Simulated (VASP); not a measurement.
Runs of VASP 6.6.1 on Sb. The structure is that of space group Pm-3m (No. 221), or close to it. The cells are those of the table. This isn't the form of Sb at room conditions, which is rhombohedral.

| task | level | potentials or basis | spin | cell | k mesh | cutoff (eV) | gap on the mesh (eV) | pressure (GPa) |
| --- | --- | --- | --- | --- | --- | --- | --- | --- |
| single point | LDA | VASP PAW LDA potentials, release 64 (Sb) | off | a = 3.160 Å, 1 atom | 13 × 13 × 13 | 520 | none | -5.8 |
| single point | LDA | VASP PAW LDA potentials, release 64 (Sb) | off | a = 3.202 Å, 1 atom | 13 × 13 × 13 | 520 | none | (b) |
| electric field gradients | PBE | VASP PAW PBE potentials, release 64 (Sb) | off | a = 3.160 Å, 1 atom | 13 × 13 × 13 | 400 | none | (a) |
| single point | PBE | VASP PAW PBE potentials, release 64 (Sb) | non-collinear, zero start, SOC | a = 3.160 Å, 1 atom | 13 × 13 × 13 | 520 | - | -2.4 |
| single point | PBE | VASP PAW PBE potentials, release 64 (Sb) | off | a = 3.160 Å, 1 atom | 20 × 20 × 20 | 520 | none | -2.5 |

Alike in all rows: smearing fermi-dirac 0.05 eV.

Q: Fill in the values left out.

A: (a) -2.6; (b) -7.2.

Caveats: spin-orbit coupling is left out, which moves the levels of the heavy elements (at least some runs); the cell stands under tension (at least some runs).

A k mesh can miss the band edges, and rows without SOC leave out spin-orbit coupling on Sb.

A gap of «none» marks levels without a gap at the run's occupations.
